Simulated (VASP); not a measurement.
# BN in VASP: further runs

Aim: see how the results for BN move with the level of theory and the settings. Levels: PBE, r2SCAN. Tasks: single point.

Everything below comes from runs of VASP 6.6.1. Logs are shortened: lines on timing, memory, paths and dates and some standing lists are left out, and cuts for length are marked.

### 1 The cell of the first run

Symmetry: P6_3mc, No. 186, hexagonal system. Conventional cell: a = 2.544 Å, b = 2.544 Å, c = 4.355 Å, α = 90.00°, β = 90.00°, γ = 120.00°. Within 2.1 Å of B (site symmetry 3m) lie 4 N at 1.56 to 1.64 Å. N (site symmetry 3m) has 4 B at 1.56 to 1.64 Å within 2.1 Å.

### 2 Single point, PBE (uniaxial z strain +3.5%)

Input file INCAR:

```
ALGO     = Normal         # electronic algorithm
EDIFF    = 1E-6           # SCF threshold, eV
ENCUT    = 520            # plane-wave cutoff, eV
GGA      = PE             # functional
ISIF     = 2              # what is computed and relaxed
ISMEAR   = -1             # smearing method
LASPH    = True           # aspherical terms in the spheres
LCHARG   = False          # write CHGCAR
LREAL    = False          # projectors in reciprocal space
LWAVE    = False          # write WAVECAR
NBANDS   = 16             # bands
NELM     = 100            # most SCF steps
PREC     = Accurate       # precision mode
SIGMA    = 0.02           # smearing width, eV
```

Input file KPOINTS:

```
k-points
0
Gamma
  12 12 6
```

Input file POSCAR:

```
BN
1.0
    2.5439500013      0.0000000000      0.0000000000
   -1.2719750007      2.2031253271      0.0000000000
    0.0000000000      0.0000000000      4.3546680915
B N
2 2
Direct
    0.3333333333      0.6666666667     -0.0007077894
    0.6666666667      0.3333333333      0.4992922106
    0.3333333333      0.6666666667      0.3757077894
    0.6666666667      0.3333333333      0.8757077894
```

Potentials or basis: VASP PAW PBE potentials, release 64 (B, N).

Started as:

```sh
> cat potpaw_PBE.64/B/POTCAR potpaw_PBE.64/N/POTCAR > POTCAR
> mpirun -np 1 vasp_std > vasp.out
```

OUTCAR:

```text
EDIFF = 1E-6
   ENCUT = 520
   GGA = PE
   ISIF = 2
   ISMEAR = -1
   LASPH = True
   LREAL = False
   NELM = 100
   PREC = Accurate

 ion  position               nearest neighbor table
   1  0.333  0.667  0.999-   4 1.56   4 1.56   4 1.56   3 1.64
   2  0.667  0.333  0.499-   3 1.56   3 1.56   3 1.56   4 1.64
   3  0.333  0.667  0.376-   2 1.56   2 1.56   2 1.56   1 1.64
   4  0.667  0.333  0.876-   1 1.56   1 1.56   1 1.56   2 1.64

  LATTYP: Found a hexagonal cell.
 ALAT       =     2.5439500013
 C/A-ratio  =     1.7117742445

  Lattice vectors:

 A1 = (   2.5439500013,   0.0000000000,   0.0000000000)
 A2 = (  -1.2719750007,   2.2031253271,   0.0000000000)
 A3 = (   0.0000000000,   0.0000000000,   4.3546680915)

Analysis of symmetry for initial positions (statically):
=====================================================================
 Subroutine PRICEL returns:
 Original cell was already a primitive cell.

 Routine SETGRP: Setting up the symmetry group for a
 hexagonal supercell.

 Subroutine GETGRP returns: Found 12 space group operations
 (whereof  6 operations were pure point group operations)
 out of a pool of 24 trial point group operations.

The static configuration has the point symmetry C_3v.
 The point group associated with its full space group is C_6v.

Analysis of symmetry for dynamics (positions and initial velocities):
=====================================================================
 Subroutine PRICEL returns:
 Original cell was already a primitive cell.

 Routine SETGRP: Setting up the symmetry group for a
 hexagonal supercell.

 Subroutine GETGRP returns: Found 12 space group operations
 (whereof  6 operations were pure point group operations)
 out of a pool of 24 trial point group operations.

The dynamic configuration has the point symmetry C_3v.
 The point group associated with its full space group is C_6v.

 Subroutine INISYM returns: Found 12 space group operations
 (whereof  6 operations are pure point group operations),
 and found     1 'primitive' translations

----------------------------------------------------------------------------------------

                                     Primitive cell

  volume of cell :      24.4063

  direct lattice vectors                    reciprocal lattice vectors
     2.543950001  0.000000000  0.000000000     0.393089487  0.226950321  0.000000000
    -1.271975001  2.203125327  0.000000000     0.000000000  0.453900642  0.000000000
     0.000000000  0.000000000  4.354668091     0.000000000  0.000000000  0.229638627

  length of vectors
     2.543950001  2.543950001  4.354668091     0.453900642  0.453900642  0.229638627

  position of ions in fractional coordinates (direct lattice)
     0.333333333  0.666666667  0.999292211
     0.666666667  0.333333333  0.499292211
     0.333333333  0.666666667  0.375707789
     0.666666667  0.333333333  0.875707789

  ion indices of the primitive-cell ions
   primitive index   ion index
                 1           1
                 2           2
                 3           3
                 4           4

----------------------------------------------------------------------------------------

 KPOINTS: k-points

Automatic generation of k-mesh.
 Grid dimensions read from file:
 generate k-points for:   12   12    6

 Generating k-lattice:

  Cartesian coordinates                     Fractional coordinates (reciprocal lattice)
     0.032757457  0.018912527  0.000000000     0.083333333 -0.000000000  0.000000000
     0.000000000  0.037825053  0.000000000     0.000000000  0.083333333  0.000000000
     0.000000000  0.000000000  0.038273104     0.000000000  0.000000000  0.166666667

  Length of vectors
     0.037825053  0.037825053  0.038273104

  Shift w.r.t. Gamma in fractional coordinates (k-lattice)
     0.000000000  0.000000000  0.000000000

 Subroutine IBZKPT returns following result:
 ===========================================

 Found     76 irreducible k-points:

 Following reciprocal coordinates:
            Coordinates               Weight
  0.000000  0.000000  0.000000      1.000000
  0.083333 -0.000000  0.000000      6.000000
  0.166667 -0.000000  0.000000      6.000000
  0.250000 -0.000000  0.000000      6.000000
  0.333333 -0.000000  0.000000      6.000000
  0.416667  0.000000  0.000000      6.000000
[... 16 lines left out ...]
  0.250000 -0.000000  0.166667     12.000000
  0.333333 -0.000000  0.166667     12.000000
 [... further k-points ...]
   k-points           NKPTS =     76   k-points in BZ     NKDIM =     76   number of bands    NBANDS=     16
   number of dos      NEDOS =    301   number of ions     NIONS =      4
   total plane-waves  NPLWV =  12800
   dimension x,y,z NGX =    20 NGY =   20 NGZ =   32
   dimension x,y,z NGXF=    40 NGYF=   40 NGZF=   64
   ions per type =               2   2
   NGX,Y,Z   is equivalent  to a cutoff of  13.07, 13.07, 12.22 a.u.
   NGXF,Y,Z  is equivalent  to a cutoff of  26.14, 26.14, 24.43 a.u.
[... 61 lines left out ...]
 cond. band min:      12.3959886722   @ k =   0.3333   0.3333   0.0000
 fundamental gap:      5.2464421457
 Fermi energy:         7.6055339592

 k-point     1 :       0.0000    0.0000    0.0000
  band No.  band energies     occupation
      1     -12.8858      2.00000
      2      -9.1778      2.00000
      3      -3.4928      2.00000
      4       5.3511      2.00000
      5       5.3511      2.00000
      6       6.8689      2.00000
[... 8 lines left out ...]
     15      18.8530      0.00000
     16      22.4896      0.00000

 k-point     2 :       0.0833   -0.0000    0.0000
  band No.  band energies     occupation
      1     -12.7347      2.00000
      2      -9.0585      2.00000
      3      -3.3405      2.00000
      4       4.6587      2.00000
      5       5.0719      2.00000
      6       6.5594      2.00000
[... 8 lines left out ...]
     15      19.2856      0.00000
     16      22.2935      0.00000

 k-point     3 :       0.1667   -0.0000    0.0000
  band No.  band energies     occupation
      1     -12.2865      2.00000
      2      -8.7144      2.00000
      3      -2.8893      2.00000
      4       2.9900      2.00000
      5       4.4150      2.00000
      6       5.1266      2.00000
[... 8 lines left out ...]
     15      20.4075      0.00000
     16      21.7977      0.00000

 k-point     4 :       0.2500   -0.0000    0.0000
  band No.  band energies     occupation
      1     -11.5592      2.00000
      2      -8.2015      2.00000
      3      -2.1610      2.00000
      4       1.0002      2.00000
      5       3.3357      2.00000
      6       3.6774      2.00000
[... 8 lines left out ...]
     15      21.8457      0.00000
     16      22.0438      0.00000

 k-point     5 :       0.3333   -0.0000    0.0000
  band No.  band energies     occupation
      1     -10.5962      2.00000
      2      -7.6696      2.00000
      3      -1.2131      2.00000
      4      -0.8116      2.00000
      5       1.5493      2.00000
      6       3.0553      2.00000
[... 8 lines left out ...]
     15      22.3846      0.00000
     16      23.2148      0.00000

 k-point     6 :       0.4167    0.0000    0.0000
  band No.  band energies     occupation
      1      -9.5158      2.00000
      2      -7.4577      2.00000
      3      -1.9640      2.00000
      4      -0.3328      2.00000
      5       0.2194      2.00000
      6       2.6510      2.00000
[... 8 lines left out ...]
     15      22.9304      0.00000
     16      24.1813      0.00000
[... 267 lines left out ...]
 k-point    21 :       0.0833   -0.0000    0.1667
  band No.  band energies     occupation
      1     -12.5820      2.00000
      2      -9.5266      2.00000
      3      -2.5923      2.00000
      4       4.7656      2.00000
      5       5.1779      2.00000
      6       5.7674      2.00000
[... 8 lines left out ...]
     15      19.0224      0.00000
     16      21.9558      0.00000

 k-point    22 :       0.1667   -0.0000    0.1667
  band No.  band energies     occupation
      1     -12.1363      2.00000
      2      -9.1595      2.00000
      3      -2.1840      2.00000
      4       3.1147      2.00000
      5       4.5294      2.00000
      6       4.7653      2.00000
[... 8 lines left out ...]
     15      20.1360      0.00000
     16      21.6935      0.00000

 k-point    23 :       0.2500   -0.0000    0.1667
  band No.  band energies     occupation
      1     -11.4138      2.00000
      2      -8.5999      2.00000
      3      -1.5713      2.00000
      4       1.1828      2.00000
      5       2.9875      2.00000
      6       3.7987      2.00000
[... 8 lines left out ...]
     15      21.5479      0.00000
     16      22.0984      0.00000

 k-point    24 :       0.3333   -0.0000    0.1667
  band No.  band energies     occupation
      1     -10.4605      2.00000
      2      -7.9789      2.00000
      3      -1.3247      2.00000
      4      -0.0625      2.00000
      5       1.1958      2.00000
      6       3.1810      2.00000
[... 8 lines left out ...]
     15      22.8638      0.00000
     16      22.9284      0.00000

 [... further k-points ...]
[... 5 lines left out ...]
  --------------------------------------------------------------------------------------
  -------------------------------------------------------------------------------------
  Total        0.4603208      0.4603208     -4.0997601     -0.0000000      0.0000000      0.0000000
  in kB       30.2181862     30.2181862   -269.1325319     -0.0000000      0.0000000      0.0000000
  external PRESSURE =     -69.5653865 kB  Pullay stress =       0.0000000 kB

 VOLUME and BASIS-vectors are now :
 -----------------------------------------------------------------------------
  energy-cutoff  :      520.00
  volume of cell :       24.41
      direct lattice vectors                 reciprocal lattice vectors
     2.543950001  0.000000000  0.000000000     0.393089487  0.226950321  0.000000000
    -1.271975001  2.203125327  0.000000000     0.000000000  0.453900642  0.000000000
     0.000000000  0.000000000  4.354668091     0.000000000  0.000000000  0.229638627

 POSITION                                       TOTAL-FORCE (eV/Angst)
 -----------------------------------------------------------------------------------
     -0.00000      1.46875      4.35159        -0.000000      0.000000      0.062792
      1.27198      0.73438      2.17425         0.000000     -0.000000      0.062792
     -0.00000      1.46875      1.63608        -0.000000     -0.000000     -0.062792
      1.27198      0.73438      3.81342         0.000000      0.000000     -0.062792
 -----------------------------------------------------------------------------------
    total drift:                               -0.000000      0.000000     -0.000452

  FREE ENERGIE OF THE ION-ELECTRON SYSTEM (eV)
  ---------------------------------------------------
  free  energy   TOTEN  =       -34.7672075970 eV

  energy  without entropy=      -34.7672075970  energy(sigma->0) =      -34.76720760
```

It took 10 s on 1 thread of Intel Xeon 6975P-C (Granite Rapids), shared host; peak memory 0.14 GiB.

Results:

```yaml
Free_energy: -34.7672 eV
Pressure: -7.0 GPa
Largest_force: 0.063 eV/Å
Band_gap_on_the_k_mesh: 5.25 eV, indirect (least direct gap 7.27 eV)
```

Forces in eV/Å, atoms in the order of the input:
```
B    0.000  0.000  0.063
B    0.000  0.000  0.063
N    0.000  0.000 -0.063
N    0.000  0.000 -0.063
```

Caveat: the cell differs from its parent crystal (uniaxial z strain +3.5%). A k mesh can miss the band edges.

### 3 Single point, r2SCAN (uniaxial z strain +3.5%)

POSCAR is that of step 2.

Input file INCAR.step1:

```
SYSTEM = BN
  PREC = Accurate
  ENCUT = 520
  ISMEAR = 0
  SIGMA = 0.01
  LREAL = .FALSE.
  LASPH = .TRUE.
  NELM = 100
  NBANDS = 16
  GGA = PE
  ALGO = Normal
  EDIFF = 1E-4
  LWAVE = .TRUE.
  LCHARG = .FALSE.
```

Input file INCAR.step2:

```
SYSTEM = BN
  PREC = Accurate
  ENCUT = 520
  EDIFF = 1E-6
  ISMEAR = 0
  SIGMA = 0.01
  LREAL = .FALSE.
  LASPH = .TRUE.
  NELM = 100
  ALGO = Normal
  ISIF = 2
  LWAVE = .FALSE.
  LCHARG = .FALSE.
  METAGGA = R2SCAN
  LMIXTAU = .TRUE.
  NBANDS = 16
  ISTART = 1
```

Input file KPOINTS:

```
regular mesh
0
G
  12 12 6
  0 0 0
```

Potentials or basis: VASP PAW PBE potentials, release 64 (B, N).

Started as:

```sh
> cat potpaw_PBE.64/B/POTCAR potpaw_PBE.64/N/POTCAR > POTCAR
> cp INCAR.step1 INCAR
> mpirun -np 1 vasp_std > vasp.out
> cp INCAR.step2 INCAR
> mpirun -np 1 vasp_std > vasp.out
```

Wall time 39 s (1 thread of Intel Xeon 6975P-C (Granite Rapids), shared host); peak memory 0.15 GiB.

The run converged. Its results:

| Property | Result |
| --- | --- |
| Free energy | -38.1865 eV |
| Pressure | -10.9 GPa |
| Largest force | 0.011 eV/Å |
| Band gap on the k mesh | 5.77 eV, indirect (least direct gap 7.91 eV) |

Forces in eV/Å, atoms in the order of the input:
```
B    0.000  0.000  0.011
B    0.000  0.000  0.011
N    0.000  0.000 -0.011
N    0.000  0.000 -0.011
```

Stress tensor (GPa, compression positive):
```
 -0.75   0.00   0.00
  0.00  -0.75   0.00
  0.00   0.00 -31.16
```

Levels at points of the mesh, in eV from the valence-band top:
```csv
k point,band 6,band 7,band 8,band 9,band 10,band 11
"(0.00, 0.00, 0.00)",-0.29,0.00,0.00,7.91,9.30,9.30
"(0.50, 0.00, 0.00)",-4.83,-4.20,-2.28,7.53,8.30,11.56
"(0.00, 0.00, 0.50)",-1.02,-1.02,-1.02,10.40,10.40,10.74
"(0.50, 0.00, 0.50)",-3.73,-3.69,-3.69,6.93,6.93,10.34
```

Caveat: the cell differs from its parent crystal (uniaxial z strain +3.5%); the PAW data sets were made with another functional, which shifts forces and pressure a little. A k mesh can miss the band edges.

### 4 Single point, r2SCAN (shear xy strain +4.6%)

Input file POSCAR:

```
BN
1.0
    2.5439500013      0.0587652450      0.0000000000
   -1.2210828056      2.1737427046      0.0000000000
    0.0000000000      0.0000000000      4.2078153363
B N
2 2
Direct
    0.3343967102      0.6669334366      0.0002769228
    0.6656032898      0.3330665634      0.5002769228
    0.3301790014      0.6671395730      0.3747230772
    0.6698209986      0.3328604270      0.8747230772
```

Input file INCAR.step1:

```
SYSTEM = BN
PREC = Accurate ; ENCUT = 520
ISMEAR = 0 ; SIGMA = 0.01
LREAL = .False. ; LASPH = .True.
NELM = 80 ; NBANDS = 16
GGA = PE ; ALGO = Normal
EDIFF = 1E-4 ; LWAVE = .True.
LCHARG = .False.
```

Input file INCAR.step2:

```
SYSTEM = BN
PREC = Accurate ; ENCUT = 520
EDIFF = 1E-6 ; ISMEAR = 0
SIGMA = 0.01 ; LREAL = .False.
LASPH = .True. ; NELM = 80
ALGO = Normal ; ISIF = 2
LWAVE = .False. ; LCHARG = .False.
METAGGA = R2SCAN ; LMIXTAU = .True.
NBANDS = 16 ; ISTART = 1
```

Input file KPOINTS:

```
regular mesh
0
Gamma
  12 12 6
  0 0 0
```

Started as:

```sh
> cat potpaw_PBE.64/B/POTCAR potpaw_PBE.64/N/POTCAR > POTCAR
> cp INCAR.step1 INCAR
> mpirun -np 1 vasp_std > vasp.out
> cp INCAR.step2 INCAR
> mpirun -np 1 vasp_std > vasp.out
```

Wall time 2.3 min (1 thread of Intel Xeon 6975P-C (Granite Rapids), shared host); peak memory 0.2 GiB.

It converged, with:

```yaml
Free_energy: -38.1999 eV
Pressure: 1.7 GPa
Largest_force: 0.009 eV/Å
Band_gap_on_the_k_mesh: 5.54 eV, indirect (least direct gap 8.28 eV)
```

Forces on the atoms (eV/Å):
```
B   -0.008 -0.001  0.003
B    0.008  0.001  0.003
N   -0.009  0.000 -0.003
N    0.009  0.000 -0.003
```

Stress tensor (GPa, compression positive):
```
  1.54 -19.48   0.00
-19.48   2.59   0.00
  0.00   0.00   0.97
```

Levels at points of the mesh, in eV from the valence-band top:
| k point | band 4 | band 5 | band 6 | band 7 | band 8 | band 9 | band 10 | band 11 | band 12 | band 13 |
| --- | --- | --- | --- | --- | --- | --- | --- | --- | --- | --- |
| (0.00, 0.00, 0.00) | -2.61 | -2.17 | -0.46 | -0.34 | 0.00 | 8.28 | 9.09 | 9.13 | 10.51 | 10.99 |
| (0.50, 0.00, 0.00) | -8.34 | -7.62 | -4.94 | -4.74 | -1.97 | 7.91 | 8.62 | 11.60 | 12.77 | 13.45 |
| (0.00, 0.50, 0.00) | -8.35 | -7.38 | -5.40 | -4.68 | -2.35 | 7.14 | 8.44 | 11.16 | 12.07 | 13.68 |
| (0.50, 0.50, 0.00) | -8.32 | -7.16 | -5.83 | -4.65 | -2.76 | 6.37 | 8.16 | 10.76 | 11.39 | 13.91 |
| (0.00, 0.00, 0.50) | -6.16 | -1.60 | -1.60 | -1.19 | -1.19 | 9.48 | 9.48 | 10.46 | 10.46 | 11.14 |
| (0.50, 0.00, 0.50) | -10.71 | -4.01 | -4.01 | -3.63 | -3.63 | 7.30 | 7.30 | 10.82 | 10.82 | 15.34 |
| (0.00, 0.50, 0.50) | -10.61 | -4.17 | -4.17 | -3.82 | -3.82 | 7.03 | 7.03 | 10.55 | 10.55 | 15.05 |
| (0.50, 0.50, 0.50) | -10.50 | -4.54 | -4.54 | -3.83 | -3.83 | 6.63 | 6.63 | 10.42 | 10.42 | 14.89 |

Caveat: the cell differs from its parent crystal (shear xy strain +4.6%); the PAW data sets were made with another functional, which shifts forces and pressure a little. A k mesh can miss the band edges.

### 5 Summary

```tsv
level	cell	smearing	gap on the mesh (eV)	pressure (GPa)	largest force (eV/Å)
PBE	a = 2.544, b = 2.544, c = 4.355 Å, angles 90.0, 90.0, 120.0°, 4 atoms	fermi-dirac 0.02 eV	5.25	-7.0	0.06
r2SCAN	a = 2.544, b = 2.544, c = 4.355 Å, angles 90.0, 90.0, 120.0°, 4 atoms	gaussian 0.01 eV	5.77	-10.9	0.01
r2SCAN	a = 2.545, b = 2.493, c = 4.208 Å, angles 90.0, 90.0, 118.0°, 4 atoms	gaussian 0.01 eV	5.54	1.7	0.01
```

Alike in all rows: task single point; potentials or basis VASP PAW PBE potentials, release 64 (B, N); no spin polarisation; k mesh 12 × 12 × 6; cutoff (eV) 520.

Caveats: the PAW data sets were made with another functional, which shifts forces and pressure a little (some runs).

Total energies depend on the potentials used, so only differences within one code and one set of settings carry meaning.
